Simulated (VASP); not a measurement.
KCl: single point with PBE0

Crystal: KCl.

```
K Cl
1.0
     0.00000    3.50728    3.50728
     3.50728    0.00000    3.50728
     3.50728    3.50728    0.00000
K Cl
1 1
Direct
  0.00000 0.00000 0.00000
  0.25000 0.25000 0.25000
```

| Quantity | Value |
| --- | --- |
| Program | VASP 6.6.1 |
| Task | single point |
| Functional | PBE0 |
| Potentials or basis | VASP PAW PBE potentials, release 64 (K_sv, Cl) |
| Cutoff | 520 eV |
| k mesh | 4 × 4 × 4 |
| Occupations | gaussian, width 0.01 eV |
| Spin | no spin polarisation |
| Dipole correction | no |
| Grid for exact exchange (PRECFOCK) | Normal |
| Further INCAR settings | ALGO = Normal; EDIFF = 1e-07; NBANDS = 15 |
| Share of exact exchange | 0.25 |

```json
{
 "Pressure": "0.1 GPa",
 "Band gap on the k mesh": "6.78 eV (least direct gap 6.81 eV)"
}
```

Levels at points of the mesh, in eV from the valence-band top:
```csv
k point,band 6,band 7,band 8,band 9,band 10,band 11
"(0.00, 0.00, 0.00)",-0.03,-0.03,-0.03,6.78,11.79,11.79
"(0.50, 0.00, 0.00)",-0.35,-0.01,-0.01,9.32,9.53,11.24
"(0.50, 0.50, 0.00)",-0.41,0.00,0.00,8.71,9.82,12.17
```

Run time: 3.8 min on 1 thread of Intel(R) Xeon(R) 6975P-C (Granite Rapids), with other jobs on the host, peak memory 0.24 GiB.

Caveat: the structure was generated, so it needn't be the stable form of KCl; the PAW data sets were made with another functional, which shifts forces and pressure a little. A k mesh can miss the band edges.
